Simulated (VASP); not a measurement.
Here is a VASP 6.6.1 calculation.

Contents of INCAR:

```
PREC = Accurate
ENCUT = 520
EDIFF = 1E-6
ISMEAR = -1
SIGMA = 0.05
LREAL = False
LASPH = True
NELM = 80
ALGO = Fast
ISIF = 2
LWAVE = False
LCHARG = False
GGA = PE
IBRION = 2
NSW = 60
EDIFFG = -0.01
```

The input KPOINTS:

```
regular mesh
0
Gamma
  8 8 8
```

File POSCAR:

```
LaPd2
1.0
   -1.9237190400      1.9237190400      4.4717310000
    1.9237190400     -1.9237190400      4.4717310000
    1.9237190400      1.9237190400     -4.4717310000
La Pd
1 2
Direct
    0.0000000000      0.0000000000      0.0000000000
    0.2500000000      0.7500000000      0.5000000000
    0.7500000000      0.2500000000      0.5000000000
```

Potentials or basis: VASP PAW PBE potentials, release 64 (La, Pd).

Launch:

```console
$ cat potpaw_PBE.64/La/POTCAR potpaw_PBE.64/Pd/POTCAR > POTCAR
$ mpirun -np 1 vasp_std > vasp.out
```

(1) Predict the band gap on the k mesh.

Results:

(1) zero (an odd number of electrons rules out a gap without spin polarisation).

Caveat: spin-orbit coupling is left out, which moves the levels of the heavy elements.
